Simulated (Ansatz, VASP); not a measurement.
One calculation of ZnSe, two programs

```
CELL_PARAMETERS angstrom
3.93684 0.00000 0.00000
0.00000 5.56753 0.00000
0.00000 0.00000 24.84209
ATOMIC_POSITIONS crystal
Zn 0.50000 0.55768 0.32170
Zn 0.00000 0.98085 0.37693
Zn 0.50000 0.48596 0.46217
Zn 0.00000 0.98596 0.53783
Zn 0.50000 0.48086 0.62307
Zn 0.00000 0.05768 0.67830
Se 0.00000 0.75528 0.29486
Se 0.50000 0.23264 0.38271
Se 0.00000 0.73758 0.45880
Se 0.50000 0.23758 0.54120
Se 0.00000 0.73264 0.61729
Se 0.50000 0.25528 0.70514
```

Alike in both runs: functional LDA; k mesh 7 × 5 × 1; occupations gaussian, width 0.05 eV; no spin polarisation.

Ansatz relaxed the structure, and its values are those at the end. VASP's run is a single point on that final structure, the one shown.

|  | VASP | Ansatz |
| --- | --- | --- |
| version | VASP 6.6.1 | Ansatz 0.2.0 |
| potentials or method | VASP PAW LDA potentials, release 64 (Zn, Se), cutoff 520 eV | scalar-relativistic, plane waves, PAW |
| valence electrons in the cell | 108 | 168 |

VASP gave:

| Quantity | Value |
| --- | --- |
| gap on the k mesh at the Fermi level (eV) | 1.72 |
| least direct gap on the mesh (eV) | 1.72 |
| rms of the force components (eV/Å) | 0.012 |

Problem. Estimate Ansatz's values.

Solution. gap on the k mesh at the Fermi level (eV): 1.69; least direct gap on the mesh (eV): 1.69; rms of the force components (eV/Å): 0.005.

LDA's correlation is that of Perdew and Zunger in VASP and of Perdew and Wang (1992) in Ansatz. VASP's potentials hold 108 valence electrons a cell and Ansatz's 168, so a difference there can come from the potentials and not from the codes. Ansatz's warnings: xc potential rough in thin density.
